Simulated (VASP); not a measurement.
# Mn (P6_3/mmc) in VASP: further runs

Mn is run at these levels: PBE, BLYP+D3(BJ), RPBE, LDA; tasks: single point.

All numbers are computed with VASP 6.6.1; they aren't measurements. Logs are shortened: lines on timing, memory, paths and dates and some standing lists are left out, and cuts for length are marked.

### 1 The cell of the first run

Symmetry: P6_3/mmc, No. 194, hexagonal system. The conventional cell has a = 2.484 Å, b = 2.484 Å, c = 4.026 Å, α = 90.00°, β = 90.00°, γ = 120.00°. Within 3.3 Å of Mn (site symmetry -6m2) lie 12 Mn at 2.47 to 2.48 Å.

### 2 Single point, PBE, collinear spin, ferromagnetic start

Input file INCAR:

```
SYSTEM = Mn
PREC = Accurate ; ENCUT = 520
EDIFF = 1E-6 ; ISMEAR = 1
SIGMA = 0.05 ; LREAL = .FALSE.
LASPH = .TRUE. ; NELM = 150
ALGO = Normal ; ISIF = 2
LWAVE = .FALSE. ; LCHARG = .FALSE.
ISPIN = 2 ; MAGMOM = 4 4
LORBIT = 11 ; LMAXMIX = 4
GGA = PE ; NBANDS = 24
```

Input file KPOINTS:

```
regular mesh
0
G
  10 10 6
  0 0 0
```

Input file POSCAR:

```
Mn
1.0
    2.4836457705      0.0000000000      0.0000000000
   -1.2418228853      2.1509003313      0.0000000000
    0.0000000000      0.0000000000      4.0261950000
Mn
2
Direct
    0.3333333333      0.6666666667      0.2500000000
    0.6666666667      0.3333333333      0.7500000000
```

Potentials or basis: VASP PAW PBE potentials, release 64 (Mn_pv).

Launch:

```console
$ cat potpaw_PBE.64/Mn_pv/POTCAR > POTCAR
$ mpirun -np 1 vasp_std > vasp.out
```

OUTCAR:

```text
SYSTEM = Mn
   PREC = Accurate
   ENCUT = 520
   EDIFF = 1E-6
   ISMEAR = 1
   LREAL = .FALSE.
   LASPH = .TRUE.
   NELM = 150
   ISIF = 2
   ISPIN = 2
   LORBIT = 11
   GGA = PE

 ion  position               nearest neighbor table
   1  0.333  0.667  0.250-   2 2.47   2 2.47   2 2.47   2 2.47   2 2.47   2 2.47
   2  0.667  0.333  0.750-   1 2.47   1 2.47   1 2.47   1 2.47   1 2.47   1 2.47

  LATTYP: Found a hexagonal cell.
 ALAT       =     2.4836457705
 C/A-ratio  =     1.6210826229

  Lattice vectors:

 A1 = (   2.4836457705,   0.0000000000,   0.0000000000)
 A2 = (  -1.2418228853,   2.1509003313,   0.0000000000)
 A3 = (   0.0000000000,   0.0000000000,   4.0261950000)

Analysis of symmetry for initial positions (statically):
=====================================================================
 Subroutine PRICEL returns:
 Original cell was already a primitive cell.

 Routine SETGRP: Setting up the symmetry group for a
 hexagonal supercell.

 Subroutine GETGRP returns: Found 24 space group operations
 (whereof 12 operations were pure point group operations)
 out of a pool of 24 trial point group operations.

The static configuration has the point symmetry D_3d.
 The point group associated with its full space group is D_6h.

Analysis of symmetry for dynamics (positions and initial velocities):
=====================================================================
 Subroutine PRICEL returns:
 Original cell was already a primitive cell.

 Routine SETGRP: Setting up the symmetry group for a
 hexagonal supercell.

 Subroutine GETGRP returns: Found 24 space group operations
 (whereof 12 operations were pure point group operations)
 out of a pool of 24 trial point group operations.

The dynamic configuration has the point symmetry D_3d.
 The point group associated with its full space group is D_6h.

Analysis of structural, dynamic, and magnetic symmetry:
=====================================================================
 Subroutine PRICEL returns:
 Original cell was already a primitive cell.

 Routine SETGRP: Setting up the symmetry group for a
 hexagonal supercell.

 Subroutine GETGRP returns: Found 24 space group operations
 (whereof 12 operations were pure point group operations)
 out of a pool of 24 trial point group operations.

The overall configuration has the point symmetry D_3d.
 The point group associated with its full space group is D_6h.

 Subroutine INISYM returns: Found 24 space group operations
 (whereof 12 operations are pure point group operations),
 and found     1 'primitive' translations

[... 114 lines left out ...]
     AMIX_MAG =   1.60;   BMIX_MAG =  1.00
  volume/ion in A,a.u.               =      10.75        72.57
  Fermi-wavevector in a.u.,A,eV,Ry     =   1.743938  3.295565 41.379665  3.041320
  Thomas-Fermi vector in A             =   2.815914
   LORBIT       =     11    0 simple, 1 ext, 2 COOP (PROOUT), +10 PAW based schemes
   GGA     = PE    functional components
   LHFCALC =     F    Hartree Fock is set to
   AEXX    =    0.0000 exact exchange contribution
   IVDW    =     0    specifies the selected vdW correction
   LEPSILON=     F    determine dielectric tensor
   LRPA    =     F    only Hartree local field effects (RPA)
 spin polarized calculation
 Methfessel and Paxton  Order N= 1 SIGMA  =   0.05
  energy-cutoff  :      520.00
  volume of cell :       21.51
 maximum number of plane-waves:       588
   NGX =  9   NGY =  9   NGZ = 15

 number of electron      26.0000029 magnetization       1.1669754

 number of electron      26.0000029 magnetization      -0.0018004

 Free energy of the ion-electron system (eV)
  ---------------------------------------------------
  ext. energy  EPLUGINS =         0.00000000
  ---------------------------------------------------
  free energy    TOTEN  =       -17.88714898 eV

  energy without entropy =      -17.88679793  energy(sigma->0) =      -17.88703196

 E-fermi :  10.3571     XC(G=0): -14.0158

 val. band max:       10.3372057227   @ k =   0.4000   0.1000   0.3333
 cond. band min:      10.3720015947   @ k =   0.1000   0.0000   0.0000
 fundamental gap:      0.0347958720
 Fermi energy:        10.3570837587

 spin component 1

 k-point     1 :       0.0000    0.0000    0.0000
  band No.  band energies     occupation
      1     -37.9202      1.00000
      2     -37.2611      1.00000
      3     -37.2611      1.00000
      4     -37.1579      1.00000
      5     -37.1579      1.00000
      6     -37.1510      1.00000
[... 637 lines left out ...]
     23      28.8094      0.00000
     24      30.6089      0.00000

 [... further k-points ...]

 spin component 2

 k-point     1 :       0.0000    0.0000    0.0000
  band No.  band energies     occupation
      1     -37.9211      1.00000
      2     -37.2620      1.00000
      3     -37.2620      1.00000
      4     -37.1588      1.00000
      5     -37.1588      1.00000
      6     -37.1520      1.00000
[... 637 lines left out ...]
     23      28.8090      0.00000
     24      30.6085      0.00000

 [... further k-points ...]
[... 5 lines left out ...]
  --------------------------------------------------------------------------------------
  -------------------------------------------------------------------------------------
  Total       -0.1580629     -0.1580629     -0.2113070      0.0000000      0.0000000      0.0000000
  in kB      -11.7743175    -11.7743175    -15.7405462      0.0000000      0.0000000      0.0000000
  external PRESSURE =     -13.0963938 kB  Pullay stress =       0.0000000 kB

 VOLUME and BASIS-vectors are now :
 -----------------------------------------------------------------------------
  energy-cutoff  :      520.00
  volume of cell :       21.51
      direct lattice vectors                 reciprocal lattice vectors
     2.483645770  0.000000000  0.000000000     0.402633907  0.232460795  0.000000000
    -1.241822885  2.150900331  0.000000000     0.000000000  0.464921589  0.000000000
     0.000000000  0.000000000  4.026195000     0.000000000  0.000000000  0.248373464

 POSITION                                       TOTAL-FORCE (eV/Angst)
 -----------------------------------------------------------------------------------
     -0.00000      1.43393      1.00655        -0.000000      0.000000      0.000000
      1.24182      0.71697      3.01965         0.000000      0.000000      0.000000
 -----------------------------------------------------------------------------------
    total drift:                               -0.000000      0.000000     -0.000000

  FREE ENERGIE OF THE ION-ELECTRON SYSTEM (eV)
  ---------------------------------------------------
  free  energy   TOTEN  =       -17.8871489751 eV

  energy  without entropy=      -17.8867979259  energy(sigma->0) =      -17.88703196

 total charge

# of ion       s       p       d       tot
------------------------------------------
    1        0.426   6.401   5.155  11.983
    2        0.426   6.401   5.155  11.983
--------------------------------------------------
tot          0.853  12.802  10.311  23.966

 magnetization (x)

# of ion       s       p       d       tot
------------------------------------------
    1        0.000  -0.000  -0.001  -0.001
    2        0.000  -0.000  -0.001  -0.001
--------------------------------------------------
tot          0.000  -0.000  -0.001  -0.001
```

OSZICAR:

```text
N       E                     dE             d eps       ncg     rms          rms(c)
DAV:   1     0.247221504738E+03    0.24722E+03   -0.15172E+04  5512   0.156E+03
DAV:   2    -0.791934960766E+01   -0.25514E+03   -0.24354E+03  5440   0.400E+02
DAV:   3    -0.175251238414E+02   -0.96058E+01   -0.95553E+01  6112   0.876E+01
DAV:   4    -0.176020672003E+02   -0.76943E-01   -0.76938E-01  5912   0.772E+00
DAV:   5    -0.176032165031E+02   -0.11493E-02   -0.11493E-02  6176   0.959E-01    0.258E+01
DAV:   6    -0.173056550035E+02    0.29756E+00   -0.60053E+00  5704   0.345E+01    0.626E+00
DAV:   7    -0.177456708061E+02   -0.44002E+00   -0.25033E-01  5768   0.471E+00    0.512E+00
DAV:   8    -0.178384672043E+02   -0.92796E-01   -0.21558E-02  5824   0.182E+00    0.221E+00
DAV:   9    -0.178830481577E+02   -0.44581E-01   -0.35318E-02  5888   0.205E+00    0.485E-01
DAV:  10    -0.178869051072E+02   -0.38569E-02   -0.64270E-03  5688   0.681E-01    0.210E-01
DAV:  11    -0.178870253947E+02   -0.12029E-03   -0.30973E-04  6128   0.177E-01    0.964E-02
DAV:  12    -0.178871194041E+02   -0.94009E-04   -0.73125E-05  5776   0.946E-02    0.522E-02
DAV:  13    -0.178871429702E+02   -0.23566E-04   -0.31501E-05  6208   0.486E-02    0.176E-02
DAV:  14    -0.178871482486E+02   -0.52784E-05   -0.62370E-06  5712   0.199E-02    0.417E-03
DAV:  15    -0.178871489751E+02   -0.72650E-06   -0.81531E-07  3624   0.733E-03
   1 F= -.17887149E+02 E0= -.17887032E+02  d E =-.351049E-03  mag=    -0.0004
```

It took 23 s on 1 thread of Intel Xeon 6975P-C (Granite Rapids), shared host; peak memory 0.16 GiB.

Results:

```yaml
Free_energy: -17.8871 eV
Pressure: -1.3 GPa
Band_gap_on_the_k_mesh: zero (filled and empty bands overlap)
Net_moment: 0.00 μB per cell
Valence_electrons_inside_the_program's_atomic_spheres: Mn 11.98
```

Levels at points of the mesh, in eV from the Fermi level:
Spin up:
| k point | band 11 | band 12 | band 13 | band 14 | band 15 | band 16 |
| --- | --- | --- | --- | --- | --- | --- |
| (0.00, 0.00, 0.00) | -0.95 | -0.48 | -0.48 | 0.05 | 0.05 | 0.71 |
| (0.50, 0.00, 0.00) | -1.15 | -0.94 | -0.43 | 1.81 | 1.94 | 2.02 |
| (0.00, 0.00, 0.50) | -1.03 | -1.03 | -1.03 | -1.03 | 1.17 | 1.17 |
| (0.50, 0.00, 0.50) | 0.18 | 0.18 | 0.85 | 0.85 | 1.94 | 1.94 |
Spin down:
```csv
k point,band 9,band 10,band 11,band 12,band 13,band 14,band 15,band 16,band 17,band 18
"(0.00, 0.00, 0.00)",-0.98,-0.95,-0.95,-0.48,-0.48,0.05,0.05,0.71,1.59,1.59
"(0.50, 0.00, 0.00)",-3.68,-1.34,-1.15,-0.94,-0.43,1.81,1.94,2.02,3.57,5.68
"(0.00, 0.00, 0.50)",-1.54,-1.54,-1.03,-1.03,-1.03,-1.03,1.17,1.17,1.17,1.17
"(0.50, 0.00, 0.50)",-2.64,-2.64,0.18,0.18,0.85,0.85,1.93,1.93,3.17,3.17
```

Caveat: the starting moments collapsed, and a magnetic state may lie lower.

### 3 Single point, BLYP+D3(BJ), collinear spin, ferromagnetic start

This run uses another cell than the first one, of 10.56 Å³/atom, 0.982 times its volume.

Input file INCAR:

```
SYSTEM = Mn
  PREC = Accurate
  ENCUT = 520
  EDIFF = 1E-7
  ISMEAR = -1
  SIGMA = 0.05
  LREAL = .False.
  LASPH = .True.
  NELM = 150
  ALGO = Normal
  ISIF = 2
  LWAVE = .False.
  LCHARG = .False.
  ISPIN = 2
  MAGMOM = 4 4
  LORBIT = 11
  LMAXMIX = 4
  GGA = B5
  ALDAX = 1.0
  AGGAX = 1.0
  AGGAC = 1.0
  ALDAC = 0.0
  IVDW = 12
  VDW_S6 = 1.0
  VDW_S8 = 2.6996
  VDW_A1 = 0.4298
  VDW_A2 = 4.2359
  NBANDS = 24
```

Input file KPOINTS:

```
Automatic mesh
0
Gamma
  12 12 7
  0 0 0
```

Input file POSCAR:

```
Mn
1.0
    2.4711839608      0.0000000000      0.0000000000
   -1.2355919804      2.1401080875      0.0000000000
    0.0000000000      0.0000000000      3.9926053984
Mn
2
Direct
    0.3333333333      0.6666666667      0.2500000000
    0.6666666667      0.3333333333      0.7500000000
```

Potentials or basis: VASP PAW PBE potentials, release 64 (Mn_pv).

Launch:

```console
$ cat potpaw_PBE.64/Mn_pv/POTCAR > POTCAR
$ mpirun -np 1 vasp_std > vasp.out
```

It took 82 s on 1 thread of Intel Xeon Platinum 8259CL at 2.50GHz (Skylake/Cascade Lake), shared host; peak memory 0.18 GiB.

Results (log left out):

- Free energy: -17.3160 eV
- Pressure: 0.1 GPa
- Band gap on the k mesh: zero (filled and empty bands overlap)
- Net moment: 0.00 μB per cell
- Valence electrons inside the program's atomic spheres: Mn 12.07
- Dispersion energy per atom: -0.900 eV

Stress tensor (GPa, compression positive):
```
 0.13  0.00  0.00
 0.00  0.13  0.00
 0.00  0.00 -0.10
```

Levels at points of the mesh, in eV from the Fermi level:
Spin up:
```tsv
k point	band 11	band 12	band 13	band 14	band 15	band 16
(0.00, 0.00, 0.00)	-0.99	-0.51	-0.51	0.01	0.01	1.07
(0.50, 0.00, 0.00)	-1.20	-0.92	-0.42	1.83	1.99	2.05
```
Spin down:
| k point | band 10 | band 11 | band 12 | band 13 | band 14 | band 15 | band 16 | band 17 |
| --- | --- | --- | --- | --- | --- | --- | --- | --- |
| (0.00, 0.00, 0.00) | -0.99 | -0.99 | -0.51 | -0.51 | 0.01 | 0.01 | 1.07 | 1.63 |
| (0.50, 0.00, 0.00) | -1.21 | -1.20 | -0.92 | -0.42 | 1.83 | 1.99 | 2.05 | 3.74 |

Caveat: the starting moments collapsed, and a magnetic state may lie lower; the PAW data sets were made with another functional, which shifts forces and pressure a little; pairwise dispersion overbinds metals, which lowers pressure and volume.

### 4 Single point, RPBE, collinear spin, ferromagnetic start

Input file INCAR:

```
PREC     = Accurate       # precision mode
ENCUT    = 520            # plane-wave cutoff, eV
EDIFF    = 1E-7           # SCF threshold, eV
ISMEAR   = -1             # smearing method
SIGMA    = 0.05           # smearing width, eV
LREAL    = False          # projectors in reciprocal space
LASPH    = True           # aspherical terms in the spheres
NELM     = 150            # most SCF steps
ALGO     = Fast           # electronic algorithm
ISIF     = 2              # what is computed and relaxed
LWAVE    = False          # write WAVECAR
LCHARG   = False          # write CHGCAR
ISPIN    = 2              # spin polarisation
MAGMOM   = 4 4            # initial moments
LORBIT   = 11             # projections on sites
LMAXMIX  = 4              # l up to which the mixer works
GGA      = RP             # functional
NBANDS   = 24             # bands
```

Input file KPOINTS:

```
regular mesh
0
Gamma
  12 12 7
```

Input file POSCAR:

```
Mn
1.0
    2.4836457705      0.0000000000      0.0000000000
   -1.2418228853      2.1509003313      0.0000000000
    0.0000000000      0.0000000000      4.0261950000
Mn
2
Direct
    0.3333333333      0.6666666667      0.2500000000
    0.6666666667      0.3333333333      0.7500000000
```

Launch:

```console
$ cat potpaw_PBE.64/Mn_pv/POTCAR > POTCAR
$ mpirun -np 1 vasp_std > vasp.out
```

Run time: 87 s. Hardware: 1 thread of Intel Xeon Platinum 8259CL at 2.50GHz (Skylake/Cascade Lake), shared host; peak memory 0.17 GiB.

The run converged. Its results:

```
Free energy                                           : -16.7903 eV
Pressure                                              : 4.5 GPa
Band gap on the k mesh                                : zero (filled and empty bands overlap)
Net moment                                            : 0.00 μB per cell
Valence electrons inside the program's atomic spheres : Mn 11.97
```

Stress tensor (GPa, compression positive):
```
4.62 0.00 0.00
0.00 4.62 0.00
0.00 0.00 4.39
```

Levels at points of the mesh, in eV from the Fermi level:
Spin up:
| k point | band 10 | band 11 | band 12 | band 13 | band 14 | band 15 | band 16 | band 17 |
| --- | --- | --- | --- | --- | --- | --- | --- | --- |
| (0.00, 0.00, 0.00) | -0.93 | -0.93 | -0.47 | -0.47 | 0.06 | 0.06 | 0.70 | 1.61 |
| (0.50, 0.00, 0.00) | -1.34 | -1.13 | -0.93 | -0.42 | 1.82 | 1.95 | 2.03 | 3.57 |
Spin down:
| k point | band 9 | band 10 | band 11 | band 12 | band 13 | band 14 | band 15 | band 16 | band 17 | band 18 |
| --- | --- | --- | --- | --- | --- | --- | --- | --- | --- | --- |
| (0.00, 0.00, 0.00) | -0.97 | -0.93 | -0.93 | -0.47 | -0.47 | 0.06 | 0.06 | 0.70 | 1.61 | 1.61 |
| (0.50, 0.00, 0.00) | -3.67 | -1.34 | -1.13 | -0.93 | -0.42 | 1.82 | 1.95 | 2.03 | 3.57 | 5.68 |

Caveat: the starting moments collapsed, and a magnetic state may lie lower; the PAW data sets were made with another functional, which shifts forces and pressure a little.

### 5 Single point, LDA, collinear spin, ferromagnetic start

Input file INCAR:

```
SYSTEM = Mn
  PREC = Accurate
  ENCUT = 520
  EDIFF = 1E-7
  ISMEAR = -1
  SIGMA = 0.05
  LREAL = .FALSE.
  LASPH = .TRUE.
  NELM = 150
  ALGO = Fast
  ISIF = 2
  LWAVE = .FALSE.
  LCHARG = .FALSE.
  ISPIN = 2
  MAGMOM = 4 4
  LORBIT = 11
  LMAXMIX = 4
  GGA = CA
  NBANDS = 24
```

Input file KPOINTS:

```
regular mesh
0
G
  12 12 7
  0 0 0
```

POSCAR is that of step 4.

Potentials or basis: VASP PAW LDA potentials, release 64 (Mn_pv).

Launch:

```console
$ cat potpaw_LDA.64/Mn_pv/POTCAR > POTCAR
$ mpirun -np 1 vasp_std > vasp.out
```

Wall time 84 s (1 thread of AMD EPYC 7R43 (Zen 3), shared host); peak memory 0.12 GiB.

The run converged. Its results:

```
Free energy                                           : -20.2223 eV
Pressure                                              : -19.2 GPa
Band gap on the k mesh                                : zero (filled and empty bands overlap)
Net moment                                            : 0.00 μB per cell
Valence electrons inside the program's atomic spheres : Mn 12.00
```

Stress tensor (GPa, compression positive):
```
-18.84   0.00   0.00
  0.00 -18.84   0.00
  0.00   0.00 -19.92
```

Levels at points of the mesh, in eV from the Fermi level:
Spin up:
```csv
k point,band 9,band 10,band 11,band 12,band 13,band 14,band 15,band 16,band 17,band 18
"(0.00, 0.00, 0.00)",-0.98,-0.95,-0.95,-0.48,-0.48,0.05,0.05,0.82,1.61,1.61
"(0.50, 0.00, 0.00)",-3.66,-1.27,-1.16,-0.93,-0.42,1.83,1.96,2.04,3.63,5.72
```
Spin down:
```csv
k point,band 11,band 12,band 13,band 14,band 15,band 16
"(0.00, 0.00, 0.00)",-0.95,-0.48,-0.48,0.05,0.05,0.82
"(0.50, 0.00, 0.00)",-1.16,-0.93,-0.42,1.83,1.96,2.04
```

Caveat: the starting moments collapsed, and a magnetic state may lie lower.
